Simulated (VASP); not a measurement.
## GdN: single point with PBE

GdN:

```
Gd N
1.0
     0.00000    2.49229    2.49229
     2.49229    0.00000    2.49229
     2.49229    2.49229    0.00000
Gd N
1 1
Cartesian
  0.0000 0.0000 0.0000
  2.4923 2.4923 2.4923
```

```
Program                 : VASP 6.6.1
Task                    : single point
Functional              : PBE
Potentials or basis     : VASP PAW PBE potentials, release 64 (Gd, N)
Cutoff                  : 520 eV
k mesh                  : 12 × 12 × 12
Occupations             : gaussian, width 0.05 eV
Spin                    : collinear spin, ferromagnetic start
Starting moments        : [7.55, 0.0] μB
Dipole correction       : no
k mesh for the DOS      : 18 × 18 × 18
Occupations for the DOS : tetrahedron
Further INCAR settings  : ALGO = Normal; EDIFF = 1e-06
```

```json
{
 "Net moment": "7.00 μB per cell",
 "Site moments": "Gd +6.80; N -0.08 μB",
 "Valence electrons inside the program's atomic spheres": "Gd 15.23; N 3.63"
}
```

Levels at points of the mesh, in eV from the Fermi level:
Spin up:
```csv
k point,band 12,band 13,band 14,band 15,band 16,band 17,band 18,band 19
"(0.00, 0.00, 0.00)",-3.27,0.19,0.19,0.19,2.43,2.43,2.43,3.15
"(0.50, 0.00, 0.00)",-3.27,-3.26,-2.65,-2.65,5.03,5.80,5.80,6.57
"(0.50, 0.50, 0.00)",-3.33,-1.52,-0.54,-0.26,-0.26,6.46,6.48,7.54
```
Spin down:
```tsv
k point	band 4	band 5	band 6	band 7	band 8	band 9	band 10	band 11	band 12	band 13
(0.00, 0.00, 0.00)	-18.58	-13.11	-0.93	-0.93	-0.93	1.63	2.17	2.17	2.17	2.80
(0.50, 0.00, 0.00)	-18.68	-11.19	-4.15	-2.52	-2.52	1.77	1.87	1.87	2.10	2.10
(0.50, 0.50, 0.00)	-19.00	-12.83	-1.18	-0.88	-0.88	0.18	1.92	1.98	2.02	2.02
```

Wall time 15 min on 1 thread of Intel Xeon 8259CL, on a shared host, peak memory 0.34 GiB.

Caveat: spin-orbit coupling is left out, which moves the levels of the heavy elements; a cell with one magnetic atom can't hold antiferromagnetic order, which such compounds often take; semilocal functionals describe open f shells poorly, which spoils levels, moments and volumes. The state reached can hang on the start; a lower one may exist.
